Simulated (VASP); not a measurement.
TaN: single point with LDA

TaN:

```
Ta N
1.0
     0.00000    2.17090    2.17090
     2.17090    0.00000    2.17090
     2.17090    2.17090    0.00000
Ta N
1 1
Direct
  0.50000 0.50000 0.50000
  0.00000 0.00000 0.00000
```

```json
{
  "Program": "VASP 6.6.1",
  "Task": "single point",
  "Functional": "LDA",
  "Potentials or basis": "VASP PAW LDA potentials, release 64 (Ta_pv, N)",
  "Cutoff": "520 eV",
  "k mesh": "16 × 16 × 16",
  "Occupations": "fermi-dirac, width 0.15 eV",
  "Spin": "no spin polarisation"
}
```

| Quantity | Value |
| --- | --- |
| Pressure | 4.1 GPa |
| Band gap on the k mesh | zero (bands 8 and 9 overlap by 4.24 eV) |

Levels at points of the mesh, in eV from the Fermi level:
```csv
k point,band 6,band 7,band 8,band 9,band 10,band 11
"(0.00, 0.00, 0.00)",-3.87,-3.87,-2.23,-2.23,-2.23,0.02
"(0.50, 0.00, 0.00)",-7.84,-7.84,2.01,2.01,2.13,4.09
"(0.50, 0.50, 0.00)",-5.73,-4.65,-4.65,2.19,3.76,3.76
```

Wall time 15 s on 1 thread of Intel(R) Xeon(R) Platinum 8559C (Emerald Rapids) (shared host), peak memory 0.16 GiB.

Caveat: the cell stands under pressure; spin-orbit coupling is left out, which moves the levels of the heavy elements.
